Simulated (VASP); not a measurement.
A run of VASP 6.6.1 is set up as follows.

The input INCAR:

```
PREC = Accurate
ENCUT = 520
EDIFF = 1E-6
ISMEAR = 0
SIGMA = 0.1
LREAL = False
LASPH = True
NELM = 60
ALGO = Normal
ISIF = 2
LWAVE = False
LCHARG = False
GGA = PS
NBANDS = 27
```

The input KPOINTS:

```
regular mesh
0
Gamma
  10 10 8
```

The input POSCAR:

```
Si2Ni
1.0
    2.7496085120      2.7496085120      0.0000000000
   -2.7025310346      2.7025310346      0.0000000000
    0.0000000000      0.0000000000      5.2970459789
Si Ni
4 2
Direct
    0.0000000000      0.5000000000      0.7480230299
    0.5000000000      0.0000000000      0.7519769701
    0.5000000000      0.0000000000      0.2480230299
    0.0000000000      0.5000000000      0.2519769701
    0.0000000000      0.0000000000      0.0000000000
    0.5000000000      0.5000000000      0.5000000000
```

Potentials or basis: VASP PAW PBE potentials, release 64 (Si, Ni).

Launch:

```sh
$ cat potpaw_PBE.64/Si/POTCAR potpaw_PBE.64/Ni/POTCAR > POTCAR
$ mpirun -np 1 vasp_std > vasp.out
```

Q: What does it give for the band gap on the k mesh?

A: Zero (bands 18 and 19 overlap by 1.76 eV).

Q: Predict the pressure.

A: -0.8 GPa.

Stress tensor (GPa, compression positive):
```
-1.19 -1.28  0.00
-1.28 -1.19  0.00
 0.00  0.00  0.06
```

Caveat: the cell differs from its parent crystal (uniaxial strain along a: +2.0 %, then relaxed in part); the PAW data sets were made with another functional, which shifts forces and pressure a little. Spin polarisation is off, so any magnetic state and its effect on volume and gap are missing.
